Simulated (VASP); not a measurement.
# PdWSe4 (P-6m2) in VASP: further runs

PdWSe4 is run at these levels: PBE; tasks: single point, relaxation of cell and atoms.

Everything below comes from runs of VASP 6.6.1. Logs are shortened: lines on timing, memory, paths and dates and some standing lists are left out, and cuts for length are marked.

## (1) The cell of the first run

Symmetry: P-6m2, No. 187, hexagonal system. The conventional cell has a = 4.919 Å, b = 4.919 Å, c = 7.126 Å, α = 90.00°, β = 90.00°, γ = 120.00°. Within 3.7 Å of Pd (site symmetry -6m2) lie 3 W at 2.84 Å and 3 Se at 2.84 Å. Within 3.7 Å of W (site symmetry -6m2) lie 3 Pd at 2.84 Å and 3 Se at 2.84 Å. Se (site symmetry -6m2) has 3 Pd at 2.84 Å and 3 W at 2.84 Å within 3.7 Å. Se (site symmetry mm2) has 4 Se at 2.45 to 2.46 Å within 3.2 Å.

## (2) Single point, PBE

Input file INCAR:

```
PREC = Accurate ; ENCUT = 520
EDIFF = 1E-6 ; ISMEAR = 0
SIGMA = 0.1 ; LREAL = False
LASPH = True ; NELM = 100
ALGO = Normal ; ISIF = 2
LWAVE = False ; LCHARG = False
GGA = PE ; NBANDS = 33
```

Input file KPOINTS:

```
Automatic mesh
0
Gamma
  6 6 4
```

Input file POSCAR:

```
PdWSe4
1.0
    4.9194818850      0.0000000000      0.0000000000
   -2.4597409425      4.2603962859      0.0000000000
    0.0000000000      0.0000000000      7.1257489365
Pd W Se
1 1 4
Direct
    0.3333333333      0.6666666667      0.0000000000
    0.0000000000      0.0000000000      0.0000000000
    0.6666666667      0.3333333333      0.0000000000
    0.5003219528      1.0006439056      0.5000000000
   -0.0006439056      0.4996780472      0.5000000000
    0.5003219528      0.4996780472      0.5000000000
```

Potentials or basis: VASP PAW PBE potentials, release 64 (Pd, W_sv, Se).

Run with:

```sh
cat potpaw_PBE.64/Pd/POTCAR potpaw_PBE.64/W_sv/POTCAR potpaw_PBE.64/Se/POTCAR > POTCAR
mpirun -np 1 vasp_std > vasp.out
```

OUTCAR:

```text
PREC = Accurate
   ENCUT = 520
   EDIFF = 1E-6
   ISMEAR = 0
   LREAL = False
   LASPH = True
   NELM = 100
   ISIF = 2
   GGA = PE

 ion  position               nearest neighbor table
   1  0.333  0.667  0.000-   2 2.84   3 2.84   3 2.84   2 2.84   2 2.84   3 2.84
   2  0.000  0.000  0.000-   1 2.84   3 2.84   3 2.84   1 2.84   3 2.84   1 2.84
   3  0.667  0.333  0.000-   2 2.84   1 2.84   1 2.84   2 2.84   2 2.84   1 2.84
   4  0.500  0.001  0.500-   5 2.45   6 2.45   6 2.46   5 2.46
   5  0.999  0.500  0.500-   6 2.45   4 2.45   6 2.46   4 2.46
   6  0.500  0.500  0.500-   5 2.45   4 2.45   5 2.46   4 2.46

  LATTYP: Found a hexagonal cell.
 ALAT       =     4.9194818850
 C/A-ratio  =     1.4484754905

  Lattice vectors:

 A1 = (   4.9194818850,   0.0000000000,   0.0000000000)
 A2 = (  -2.4597409425,   4.2603962859,   0.0000000000)
 A3 = (   0.0000000000,   0.0000000000,   7.1257489365)

Analysis of symmetry for initial positions (statically):
=====================================================================
 Subroutine PRICEL returns:
 Original cell was already a primitive cell.

 Routine SETGRP: Setting up the symmetry group for a
 hexagonal supercell.

 Subroutine GETGRP returns: Found 12 space group operations
 (whereof 12 operations were pure point group operations)
 out of a pool of 24 trial point group operations.

The static configuration has the point symmetry D_3h.

Analysis of symmetry for dynamics (positions and initial velocities):
=====================================================================
 Subroutine PRICEL returns:
 Original cell was already a primitive cell.

 Routine SETGRP: Setting up the symmetry group for a
 hexagonal supercell.

 Subroutine GETGRP returns: Found 12 space group operations
 (whereof 12 operations were pure point group operations)
 out of a pool of 24 trial point group operations.

The dynamic configuration has the point symmetry D_3h.

 Subroutine INISYM returns: Found 12 space group operations
 (whereof 12 operations are pure point group operations),
 and found     1 'primitive' translations

----------------------------------------------------------------------------------------

                                     Primitive cell

  volume of cell :     149.3482

  direct lattice vectors                    reciprocal lattice vectors
     4.919481885  0.000000000  0.000000000     0.203273439  0.117359975  0.000000000
    -2.459740942  4.260396286  0.000000000     0.000000000  0.234719949  0.000000000
     0.000000000  0.000000000  7.125748936     0.000000000  0.000000000  0.140336126

  length of vectors
     4.919481885  4.919481885  7.125748936     0.234719949  0.234719949  0.140336126

  position of ions in fractional coordinates (direct lattice)
     0.333333333  0.666666667  0.000000000
     0.000000000  0.000000000  0.000000000
     0.666666667  0.333333333  0.000000000
     0.500321953  0.000643906  0.500000000
     0.999356094  0.499678047  0.500000000
     0.500321953  0.499678047  0.500000000

  ion indices of the primitive-cell ions
   primitive index   ion index
                 1           1
                 2           2
                 3           3
                 4           4
                 5           5
                 6           6

----------------------------------------------------------------------------------------

 KPOINTS: Automatic mesh

Automatic generation of k-mesh.
 Grid dimensions read from file:
 generate k-points for:    6    6    4

 Generating k-lattice:

  Cartesian coordinates                     Fractional coordinates (reciprocal lattice)
     0.033878906  0.019559996  0.000000000     0.166666667  0.000000000  0.000000000
     0.000000000  0.039119992  0.000000000     0.000000000  0.166666667  0.000000000
     0.000000000  0.000000000  0.035084031     0.000000000  0.000000000  0.250000000

  Length of vectors
     0.039119992  0.039119992  0.035084031

  Shift w.r.t. Gamma in fractional coordinates (k-lattice)
     0.000000000  0.000000000  0.000000000

 Subroutine IBZKPT returns following result:
 ===========================================

 Found     21 irreducible k-points:

 Following reciprocal coordinates:
            Coordinates               Weight
  0.000000  0.000000  0.000000      1.000000
  0.166667  0.000000  0.000000      6.000000
  0.333333 -0.000000  0.000000      6.000000
  0.500000 -0.000000  0.000000      3.000000
  0.166667  0.166667  0.000000      6.000000
  0.333333  0.166667  0.000000     12.000000
[... 13 lines left out ...]
  0.333333  0.166667  0.500000     12.000000
  0.333333  0.333333  0.500000      2.000000
   k-points           NKPTS =     21   k-points in BZ     NKDIM =     21   number of bands    NBANDS=     33
   number of dos      NEDOS =    301   number of ions     NIONS =      6
   total plane-waves  NPLWV =  86400
   dimension x,y,z NGX =    40 NGY =   40 NGZ =   54
   dimension x,y,z NGXF=    80 NGYF=   80 NGZF=  108
   ions per type =               1   1   4
   NGX,Y,Z   is equivalent  to a cutoff of  13.52, 13.52, 12.60 a.u.
   NGXF,Y,Z  is equivalent  to a cutoff of  27.03, 27.03, 25.20 a.u.
 SYSTEM =  unknown system
   PREC   = accura    normal or accurate (medium, high low for compatibility)
   ISTART =      0    job   : 0-new  1-cont  2-samecut
   ICHARG =      2    charge: 1-file 2-atom 10-const
   ISPIN  =      1    spin polarized calculation?
   LNONCOLLINEAR =      F non collinear calculations
   LSORBIT =      F    spin-orbit coupling
   LASPH  =      T    aspherical Exc in radial PAW
   ENCUT  =  520.0 eV  38.22 Ry    6.18 a.u.   9.15  9.15 13.25*2*pi/ulx,y,z
   NELM   =    100;   NELMIN=  2; NELMDL= -5     # of ELM steps
   EDIFF  = 0.1E-05   stopping-criterion for ELM
   LREAL  =      F    real-space projection
   EDIFFG = 0.1E-04   stopping-criterion for IOM
   NSW    =      0    number of steps for IOM
   IBRION =     -1    ionic relax: 0-MD 1-quasi-New 2-CG
   NFREE  =      0    steps in history (QN), initial steepest desc. (CG)
   ISIF   =      2    stress and relaxation
   ISYM   =      2    0-nonsym 1-usesym 2-fastsym
   POTIM  = 0.5000    time-step for ionic-motion
   TEBEG  =    0.0;   TEEND  =   0.0 temperature during run
   PSTRESS=    0.0 pullay stress
   NELECT =      48.0000    total number of electrons
   NUPDOWN=      -1.0000    fix difference up-down
   EMIN   =  10.00;   EMAX   =-10.00  energy-range for DOS
   EFERMI =   0.00;   METHOD = LEGACY
   ISMEAR =     0;   SIGMA  =   0.10  broadening in eV -4-tet -1-fermi 0-gaus
   EFERMI_NEDOS =   21; number of points for ismear=-14 and -15
   IALGO  =     38    algorithm
   IMIX   =      4    mixing-type and parameters
     AMIX     =   0.40;   BMIX     =  1.00
     AMIX_MAG =   1.60;   BMIX_MAG =  1.00
  volume/ion in A,a.u.               =      24.89       167.98
  Fermi-wavevector in a.u.,A,eV,Ry     =   1.121386  2.119113 17.109428  1.257507
  Thomas-Fermi vector in A             =   2.258040
   LORBIT       =      0    0 simple, 1 ext, 2 COOP (PROOUT), +10 PAW based schemes
   GGA     = PE    functional components
   LHFCALC =     F    Hartree Fock is set to
   AEXX    =    0.0000 exact exchange contribution
   IVDW    =     0    specifies the selected vdW correction
   LEPSILON=     F    determine dielectric tensor
   LRPA    =     F    only Hartree local field effects (RPA)
 non-spin polarized calculation
 Gauss-broadening in eV      SIGMA  =   0.10
  energy-cutoff  :      520.00
  volume of cell :      149.35
 maximum number of plane-waves:      4048
 NGX is ok and might be reduce to    40
   NGX = 19   NGY = 19   NGZ = 27

 number of electron      47.9999996 magnetization

 Free energy of the ion-electron system (eV)
  ---------------------------------------------------
  ext. energy  EPLUGINS =         0.00000000
  ---------------------------------------------------
  free energy    TOTEN  =       -25.51861652 eV

  energy without entropy =      -25.45991800  energy(sigma->0) =      -25.48926726

 E-fermi :   4.0622     XC(G=0):  -9.6737

 val. band max:        4.0529063577   @ k =   0.5000  -0.0000   0.0000
 cond. band min:       4.0624587608   @ k =   0.1667   0.1667   0.2500
 fundamental gap:      0.0095524031
 Fermi energy:         4.0621660832

 k-point     1 :       0.0000    0.0000    0.0000
  band No.  band energies     occupation
      1     -70.7970      2.00000
      2     -34.9218      2.00000
      3     -34.9218      2.00000
      4     -34.8580      2.00000
      5     -12.7005      2.00000
      6      -9.3864      2.00000
[... 25 lines left out ...]
     32       8.8214      0.00000
     33       9.2296      0.00000

 k-point     2 :       0.1667    0.0000    0.0000
  band No.  band energies     occupation
      1     -70.7970      2.00000
      2     -34.9223      2.00000
      3     -34.9218      2.00000
      4     -34.8580      2.00000
      5     -12.5224      2.00000
      6      -9.3265      2.00000
[... 25 lines left out ...]
     32       8.5808      0.00000
     33       9.3334      0.00000

 k-point     3 :       0.3333   -0.0000    0.0000
  band No.  band energies     occupation
      1     -70.7970      2.00000
      2     -34.9234      2.00000
      3     -34.9218      2.00000
      4     -34.8579      2.00000
      5     -12.0219      2.00000
      6      -9.4243      2.00000
[... 25 lines left out ...]
     32       8.5199      0.00000
     33      10.2366      0.00000

 k-point     4 :       0.5000   -0.0000    0.0000
  band No.  band energies     occupation
      1     -70.7970      2.00000
      2     -34.9239      2.00000
      3     -34.9217      2.00000
      4     -34.8579      2.00000
      5     -11.5546      2.00000
      6     -10.2065      2.00000
[... 565 lines left out ...]
     32       8.7837      0.00000
     33       9.1511      0.00000

 k-point    20 :       0.3333    0.1667    0.5000
  band No.  band energies     occupation
      1     -70.7970      2.00000
      2     -34.9236      2.00000
      3     -34.9221      2.00000
      4     -34.8579      2.00000
      5     -11.5708      2.00000
      6     -10.1243      2.00000
[... 25 lines left out ...]
     32       8.8586      0.00000
     33       8.9951      0.00000

 k-point    21 :       0.3333    0.3333    0.5000
  band No.  band energies     occupation
      1     -70.7970      2.00000
      2     -34.9233      2.00000
      3     -34.9226      2.00000
      4     -34.8579      2.00000
      5     -10.9324      2.00000
      6     -10.8702      2.00000
[... 25 lines left out ...]
     32       8.3913      0.00000
     33       8.8920      0.00000

------------------------ aborting loop because EDIFF is reached ----------------------------------------

  FORCE on cell =-STRESS in cart. coord.  units (eV):
  Direction    XX          YY          ZZ          XY          YZ          ZX
  --------------------------------------------------------------------------------------
  -------------------------------------------------------------------------------------
  Total        0.1210133      0.1210133      0.0644165      0.0000000      0.0000000      0.0000000
  in kB        1.2982063      1.2982063      0.6910476      0.0000000      0.0000000      0.0000000
  external PRESSURE =       1.0958201 kB  Pullay stress =       0.0000000 kB

 VOLUME and BASIS-vectors are now :
 -----------------------------------------------------------------------------
  energy-cutoff  :      520.00
  volume of cell :      149.35
      direct lattice vectors                 reciprocal lattice vectors
     4.919481885  0.000000000  0.000000000     0.203273439  0.117359975  0.000000000
    -2.459740942  4.260396286  0.000000000     0.000000000  0.234719949  0.000000000
     0.000000000  0.000000000  7.125748936     0.000000000  0.000000000  0.140336126

 POSITION                                       TOTAL-FORCE (eV/Angst)
 -----------------------------------------------------------------------------------
     -0.00000      2.84026      0.00000         0.000000      0.000000      0.000000
      0.00000      0.00000      0.00000         0.000000      0.000000      0.000000
      2.45974      1.42013      0.00000         0.000000      0.000000      0.000000
      2.45974      0.00274      3.56287         0.000000     -0.003054     -0.000000
      3.68724      2.12883      3.56287         0.002645      0.001527      0.000000
      1.23225      2.12883      3.56287        -0.002645      0.001527      0.000000
 -----------------------------------------------------------------------------------
    total drift:                               -0.000001      0.000001     -0.000000

  FREE ENERGIE OF THE ION-ELECTRON SYSTEM (eV)
  ---------------------------------------------------
  free  energy   TOTEN  =       -25.5186165199 eV

  energy  without entropy=      -25.4599180036  energy(sigma->0) =      -25.48926726
```

Wall time 55 s (1 thread of Intel Xeon 6975P-C (Granite Rapids), shared host); peak memory 0.33 GiB.

What came out:

```
Free energy            : -25.5186 eV
Pressure               : 0.1 GPa
Largest force          : 0.003 eV/Å
Band gap on the k mesh : zero (band 24 reaches 4.19 eV, above the bottom of band 25 at 3.79 eV)
```

Forces in eV/Å, atoms in the order of the input:
```
Pd   0.000  0.000  0.000
W    0.000  0.000  0.000
Se   0.000  0.000  0.000
Se   0.000 -0.003  0.000
Se   0.003  0.002  0.000
Se  -0.003  0.002  0.000
```

Caveat: spin-orbit coupling is left out, which moves the levels of the heavy elements.

## (3) Relaxation of cell and atoms, PBE

This run uses another cell than the first one, of 20.23 Å³/atom, 0.813 times its volume.

Input file INCAR:

```
SYSTEM = PdWSe4
ALGO = Normal
EDIFF = 1E-6
EDIFFG = -0.04
ENCUT = 600
GGA = PE
IBRION = 2
ISIF = 3
ISMEAR = 0
LASPH = .TRUE.
LCHARG = .FALSE.
LREAL = .FALSE.
LWAVE = .FALSE.
NELM = 80
NSW = 90
PREC = Accurate
SIGMA = 0.1
```

Input file KPOINTS:

```
k-points
0
G
  6 6 4
  0 0 0
```

Input file POSCAR:

```
PdWSe4
1.0
    5.6868832909      0.0000000000      0.0000000000
   -2.8434416455      4.9249853983      0.0000000000
    0.0000000000      0.0000000000      4.3330938505
Pd W Se
1 1 4
Direct
    0.3333333333      0.6666666667      0.0000000000
    0.0000000000      0.0000000000      0.0000000000
    0.6666666667      0.3333333333      0.0000000000
    0.4924609345      0.9849218690      0.5000000000
    0.0150781310      0.5075390655      0.5000000000
    0.4924609345      0.5075390655      0.5000000000
```

Potentials or basis: VASP PAW PBE potentials, release 64 (Pd, W_sv, Se).

Run with:

```sh
cat potpaw_PBE.64/Pd/POTCAR potpaw_PBE.64/W_sv/POTCAR potpaw_PBE.64/Se/POTCAR > POTCAR
mpirun -np 1 vasp_std > vasp.out
```

It took 38 min on 1 thread of Intel Xeon 6975P-C, shared host; peak memory 0.36 GiB.

It converged, with:

| Property | Result |
| --- | --- |
| Free energy | -25.4797 eV |
| Relaxed volume | 24.43 Å³/atom |
| Relaxed cell | a = 4.922 Å, b = 4.922 Å, c = 6.987 Å, α = 90.00°, β = 90.00°, γ = 120.00° |
| Space group after relaxing (to 0.05 Å) | P-6m2 (No. 187) |
| Energy gained by relaxing | 284.0 meV/atom |
| Ionic steps | 34 |
| Pressure after relaxing | 0.1 GPa |
| Largest force after relaxing | 0.038 eV/Å |
| Band gap on the k mesh | zero (band 24 reaches 4.40 eV, above the bottom of band 25 at 3.97 eV) |

Forces in eV/Å, atoms in the order of the input:
```
Pd   0.000  0.000  0.000
W    0.000  0.000  0.000
Se   0.000  0.000  0.000
Se   0.000  0.038  0.000
Se  -0.033 -0.019  0.000
Se   0.033 -0.019  0.000
```

The path:
| step | energy change (eV) | largest force (eV/Å) | pressure (GPa) | volume (Å³) |
| --- | --- | --- | --- | --- |
| 1 | 0.0000 | 0.0742 | 0.31 | 121.36 |
| 2 | -0.0168 | 0.0332 | -0.27 | 122.05 |
| 3 | -0.0597 | 0.1081 | -1.69 | 124.03 |
| 4 | -0.1588 | 0.4836 | -3.43 | 127.67 |
| 5 | -0.3067 | 1.6309 | -3.69 | 133.62 |
| 6 | -0.3089 | 1.6469 | -3.68 | 133.69 |
| 7 | -0.3152 | 1.6932 | -3.63 | 133.89 |
| 8 | -0.3272 | 1.7892 | -3.51 | 134.28 |
| 9 | -0.3484 | 1.9927 | -3.23 | 135.02 |
| 10 | -0.3819 | 2.4638 | -2.38 | 136.39 |
| 11 | -0.4681 | 3.6210 | 0.24 | 138.58 |
| 12 | 0.0825 | 7.2878 | 9.45 | 140.98 |
| 13 | -0.4978 | 3.9187 | 0.99 | 139.01 |
| 14 | -0.4786 | 4.7563 | 2.97 | 139.81 |
| 15 | -0.5018 | 4.2380 | 1.74 | 139.35 |
| 16 | -0.5337 | 4.4198 | 2.19 | 140.05 |
| 17 | -0.5615 | 4.9696 | 3.80 | 141.95 |
| 18 | -0.6351 | 4.7945 | 3.60 | 142.51 |
| 19 | -0.8337 | 4.3124 | 3.14 | 144.15 |
| 20 | -1.1401 | 3.5284 | 2.72 | 147.31 |
| 21 | -1.4028 | 1.7282 | 3.35 | 153.22 |
| 22 | -1.5032 | 1.4192 | 2.08 | 154.01 |
| 23 | -1.6389 | 0.6729 | -1.27 | 156.28 |
| 24 | -1.6403 | 0.6149 | -1.54 | 156.49 |
| 25 | -1.6574 | 0.4392 | -1.30 | 155.59 |
| 26 | -1.6816 | 0.0618 | -0.54 | 153.20 |
| 27 | -1.6825 | 0.1842 | -0.35 | 152.66 |
| 28 | -1.6864 | 0.1525 | -0.25 | 152.05 |
| 29 | -1.6955 | 0.0575 | 0.04 | 150.22 |
| 30 | -1.7002 | 0.1343 | 0.66 | 146.59 |
| 31 | -1.7033 | 0.1026 | 0.30 | 146.42 |
| 32 | -1.7035 | 0.0890 | 0.14 | 146.34 |
| 33 | -1.7035 | 0.0907 | 0.15 | 146.35 |
| 34 | -1.7040 | 0.0375 | 0.11 | 146.56 |

Final structure:
```yaml
crystal:
  lattice:
    - [4.92160, 0.00000, 0.00000]
    - [-2.46080, 4.26223, 0.00000]
    - [0.00000, 0.00000, 6.98685]
  atoms:
    - { symbol: Pd, position: [0.33333, 0.66667, 0.00000] }
    - { symbol: W, position: [0.00000, 0.00000, 0.00000] }
    - { symbol: Se, position: [0.66667, 0.33333, 0.00000] }
    - { symbol: Se, position: [0.50021, 0.00041, 0.50000] }
    - { symbol: Se, position: [0.99959, 0.49979, 0.50000] }
    - { symbol: Se, position: [0.50021, 0.49979, 0.50000] }
```

Levels at points of the mesh, in eV from the Fermi level:
```tsv
k point	band 22	band 23	band 24	band 25	band 26	band 27
(0.00, 0.00, 0.00)	-0.21	-0.21	-0.06	0.24	0.24	2.41
(0.50, 0.00, 0.00)	-1.04	-0.90	-0.34	-0.28	0.01	0.01
(0.00, 0.00, 0.50)	0.01	0.01	0.08	0.08	0.08	2.36
(0.50, 0.00, 0.50)	-0.94	-0.93	-0.33	-0.27	0.03	0.25
```

Caveat: the k points lie up to 0.25 Å⁻¹ apart in the final cell; the volume moved by over 15 % at a fixed basis, so the end points are rough; spin-orbit coupling is left out, which moves the levels of the heavy elements.
